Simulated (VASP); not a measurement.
Input of a VASP 6.6.1 run:

Contents of INCAR:

```
METAGGA = R2SCAN
ISMEAR = 0
SIGMA = 0.03
LWAVE = False
LCHARG = False
ISIF = 2
PREC = Accurate
LASPH = True
LREAL = False
ALGO = Normal
EDIFF = 1E-6
NELM = 120
GGA_COMPAT = False
ENCUT = 1050
EFERMI = MIDGAP
LMIXTAU = True
NBANDS = 22
```

File KPOINTS:

```
Automatic mesh
0
Gamma
  18 18 18
  0 0 0
```

The input POSCAR:

```
LiH
1.0
    0.0000000000      2.0367500000      2.0571175000
    2.0367500000      0.0000000000      2.0571175000
    2.0367500000      2.0367500000      0.0000000000
Li H
1 1
Direct
    0.0000000000      0.0000000000      0.0000000000
    0.5122744600      0.5122744600      0.4877255400
```

Potentials or basis: VASP PAW PBE potentials, release 64 (Li_sv, H).

Command:

```console
$ cat potpaw_PBE.64/Li_sv/POTCAR potpaw_PBE.64/H/POTCAR > POTCAR
$ mpirun -np 1 vasp_std > vasp.out
```

(1) Estimate the pressure.

(2) What does it give for the largest force?

(3) What does it give for the band gap on the k mesh?

## Answers

(1) -2.1 GPa.

(2) 0.047 eV/Å.

(3) 3.52 eV (least direct gap 3.61 eV).

Caveat: the cell differs from its parent crystal (last atom moved by 0.05 Å along z, cell strained by +1.0% along z); the PAW data sets were made with another functional, which shifts forces and pressure a little.
